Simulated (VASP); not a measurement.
PbF2: single point with PBE

Crystal: PbF2.

```
Pb F
1.0
     0.00000    2.96366    2.96366
     2.96366    0.00000    2.96366
     2.96366    2.96366    0.00000
Pb F
1 2
Direct
  0.00000 0.00000 0.00000
  0.75000 0.75000 0.75000
  0.25000 0.25000 0.25000
```

```json
{
  "Program": "VASP 6.6.1",
  "Task": "single point",
  "Functional": "PBE",
  "Potentials or basis": "VASP PAW PBE potentials, release 64 (Pb_d, F)",
  "Cutoff": "600 eV",
  "k mesh": "8 × 8 × 8",
  "Occupations": "gaussian, width 0.024 eV",
  "Spin": "no spin polarisation"
}
```

- Pressure: 2.4 GPa
- Band gap on the k mesh: 4.42 eV (least direct gap 4.56 eV)

Levels at points of the mesh, in eV from the valence-band top:
| k point | band 12 | band 13 | band 14 | band 15 | band 16 | band 17 |
| --- | --- | --- | --- | --- | --- | --- |
| (0.00, 0.00, 0.00) | -1.98 | -1.98 | -1.98 | 6.78 | 6.78 | 6.78 |
| (0.50, 0.00, 0.00) | -2.15 | -2.15 | -0.03 | 5.03 | 7.67 | 7.67 |
| (0.50, 0.50, 0.00) | -1.56 | -1.56 | -0.15 | 4.42 | 7.90 | 7.90 |

Wall time 88 s on 1 thread of Oxide Virtual Turin-like Processor (shared host), peak memory 0.19 GiB.

Caveat: spin-orbit coupling is left out, which moves the levels of the heavy elements. Expect the measured gap to be larger: semilocal functionals such as PBE lack the derivative discontinuity.
